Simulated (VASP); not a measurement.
A run of VASP 6.6.1 is set up as follows.

Contents of POSCAR.step1:

```
CsPbBr3
1.0
    5.6883358760      0.0000000000      0.0000000000
    0.0000000000      5.6883358760      0.0000000000
    0.0000000000      0.0000000000      5.6883358760
Pb Cs Br
1 1 3
Direct
    0.5000000000      0.5000000000      0.5000000000
    0.0000000000      0.0000000000      0.0000000000
    0.5000000000      0.5000000000      0.0000000000
    0.5000000000      0.0000000000      0.5000000000
    0.0000000000      0.5000000000      0.5000000000
```

POSCAR.step2

```
CsPbBr3
1.0
    5.7501704582      0.0000000000      0.0000000000
    0.0000000000      5.7501704582      0.0000000000
    0.0000000000      0.0000000000      5.7501704582
Pb Cs Br
1 1 3
Direct
    0.5000000000      0.5000000000      0.5000000000
    0.0000000000      0.0000000000      0.0000000000
    0.5000000000      0.5000000000      0.0000000000
    0.5000000000      0.0000000000      0.5000000000
    0.0000000000      0.5000000000      0.5000000000
```

Contents of POSCAR.step3:

```
CsPbBr3
1.0
    5.8107030166      0.0000000000      0.0000000000
    0.0000000000      5.8107030166      0.0000000000
    0.0000000000      0.0000000000      5.8107030166
Pb Cs Br
1 1 3
Direct
    0.5000000000      0.5000000000      0.5000000000
    0.0000000000      0.0000000000      0.0000000000
    0.5000000000      0.5000000000      0.0000000000
    0.5000000000      0.0000000000      0.5000000000
    0.0000000000      0.5000000000      0.5000000000
```

The input POSCAR.step4:

```
CsPbBr3
1.0
    5.8700000000      0.0000000000      0.0000000000
    0.0000000000      5.8700000000      0.0000000000
    0.0000000000      0.0000000000      5.8700000000
Pb Cs Br
1 1 3
Direct
    0.5000000000      0.5000000000      0.5000000000
    0.0000000000      0.0000000000      0.0000000000
    0.5000000000      0.5000000000      0.0000000000
    0.5000000000      0.0000000000      0.5000000000
    0.0000000000      0.5000000000      0.5000000000
```

File POSCAR.step5:

```
CsPbBr3
1.0
    5.9281225919      0.0000000000      0.0000000000
    0.0000000000      5.9281225919      0.0000000000
    0.0000000000      0.0000000000      5.9281225919
Pb Cs Br
1 1 3
Direct
    0.5000000000      0.5000000000      0.5000000000
    0.0000000000      0.0000000000      0.0000000000
    0.5000000000      0.5000000000      0.0000000000
    0.5000000000      0.0000000000      0.5000000000
    0.0000000000      0.5000000000      0.5000000000
```

Contents of POSCAR.step6:

```
CsPbBr3
1.0
    5.9851272676      0.0000000000      0.0000000000
    0.0000000000      5.9851272676      0.0000000000
    0.0000000000      0.0000000000      5.9851272676
Pb Cs Br
1 1 3
Direct
    0.5000000000      0.5000000000      0.5000000000
    0.0000000000      0.0000000000      0.0000000000
    0.5000000000      0.5000000000      0.0000000000
    0.5000000000      0.0000000000      0.5000000000
    0.0000000000      0.5000000000      0.5000000000
```

The input POSCAR.step7:

```
CsPbBr3
1.0
    6.0410662788      0.0000000000      0.0000000000
    0.0000000000      6.0410662788      0.0000000000
    0.0000000000      0.0000000000      6.0410662788
Pb Cs Br
1 1 3
Direct
    0.5000000000      0.5000000000      0.5000000000
    0.0000000000      0.0000000000      0.0000000000
    0.5000000000      0.5000000000      0.0000000000
    0.5000000000      0.0000000000      0.5000000000
    0.0000000000      0.5000000000      0.5000000000
```

Contents of INCAR:

```
SYSTEM = CsPbBr3
GGA = CA
ISMEAR = 0
SIGMA = 0.03
LWAVE = .FALSE.
LCHARG = .FALSE.
ISIF = 2
NSW = 0
PREC = Accurate
LASPH = .TRUE.
LREAL = .FALSE.
ALGO = Normal
EDIFF = 1E-7
NELM = 120
GGA_COMPAT = .FALSE.
ENCUT = 620
EFERMI = MIDGAP
KPAR = 2
```

KPOINTS

```
Automatic mesh
0
Gamma
  6 6 6
  0 0 0
```

Potentials or basis: VASP PAW LDA potentials, release 64 (Pb_d, Cs_sv, Br).

The run is started by

```bash
$ cat potpaw_LDA.64/Pb_d/POTCAR potpaw_LDA.64/Cs_sv/POTCAR potpaw_LDA.64/Br/POTCAR > POTCAR
$ cp POSCAR.step1 POSCAR
$ mpirun -np 2 vasp_std > vasp.out
$ cp POSCAR.step2 POSCAR
$ mpirun -np 2 vasp_std > vasp.out
$ cp POSCAR.step3 POSCAR
$ mpirun -np 2 vasp_std > vasp.out
$ cp POSCAR.step4 POSCAR
$ mpirun -np 2 vasp_std > vasp.out
$ cp POSCAR.step5 POSCAR
$ mpirun -np 2 vasp_std > vasp.out
$ cp POSCAR.step6 POSCAR
$ mpirun -np 2 vasp_std > vasp.out
$ cp POSCAR.step7 POSCAR
$ mpirun -np 2 vasp_std > vasp.out
```

(1) What does it give for the equilibrium volume?

(2) Predict the bulk modulus.

(3) Estimate the pressure derivative of the bulk modulus.

Results:

(1) 38.53 Å³/atom.

(2) 25 GPa.

(3) 4.8.

Caveat: spin-orbit coupling is left out, which moves the levels of the heavy elements.
